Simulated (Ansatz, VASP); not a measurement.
Ca2Si: VASP beside Ansatz

Contents of INCAR:

```
SYSTEM = Ca2Si
ALGO = Normal ; EDIFF = 1E-7
ENCUT = 520 ; GGA = CA
ISIF = 2 ; ISMEAR = 0
LASPH = .TRUE. ; LCHARG = .FALSE.
LREAL = .FALSE. ; LWAVE = .FALSE.
NBANDS = 19 ; NELM = 100
PREC = Accurate ; SIGMA = 0.05
```

File KPOINTS:

```
k-points
0
G
  8 8 8
  0 0 0
```

POSCAR

```
Ca2Si
1.0
    0.0000000000      3.3791655132      3.7468467348
    3.3791655132      0.0000000000      3.7468467348
    3.3791655132      3.3791655132      0.0000000000
Ca Si
2 1
Direct
    0.7500000000      0.7500000000      0.7500000000
    0.2500000000      0.2500000000      0.2500000000
    0.0000000000      0.0000000000      0.0000000000
```

Input for Ansatz:

```yaml
crystal:
  lattice:
    - [0.0, 3.3791655132, 3.7468467348]
    - [3.3791655132, 0.0, 3.7468467348]
    - [3.3791655132, 3.3791655132, 0.0]
  atoms:
    - { symbol: Ca, position: [0.75, 0.75, 0.75] }
    - { symbol: Ca, position: [0.25, 0.25, 0.25] }
    - { symbol: Si, position: [0.0, 0.0, 0.0] }
basis:
  ecutwfc: 420
kpoints:
  mp_grid: { grid: [8, 8, 8] }
hamiltonian:
  xc: lda
  pseudopotentials: { kind: paw }
scf:
  occupations: { method: gaussian, width: 0.05 }
output:
  forces: true
  stress: true
  eigenvalues: true
```

Change from the starting cell: mode 6 frozen in at +0.000 Å, strain +e along z and -e/2 along x and y +0.0700.

Alike in both runs: task single point; functional LDA; k mesh 8 × 8 × 8; occupations gaussian, width 0.05 eV; no spin polarisation.

```csv
,VASP,Ansatz
version,VASP 6.6.1,Ansatz 0.2.0
potentials or method,"VASP PAW LDA potentials, release 64 (Ca_sv, Si), cutoff 520 eV","scalar-relativistic, plane waves, PAW"
valence electrons in the cell,24,24
```

VASP gave:

```
gap on the k mesh at the Fermi level (eV)                     : none
pressure (GPa)                                                : 0.1
traceless stress, the component that is largest in VASP (GPa) : -5.00
```

Estimate Ansatz's values.

gap on the k mesh at the Fermi level (eV): none; pressure (GPa): 0.0; traceless stress, the component that is largest in VASP (GPa): -5.02.

LDA's correlation is that of Perdew and Zunger in VASP and of Perdew and Wang (1992) in Ansatz. A gap of «none» marks a metal or a gap that the smearing closes.
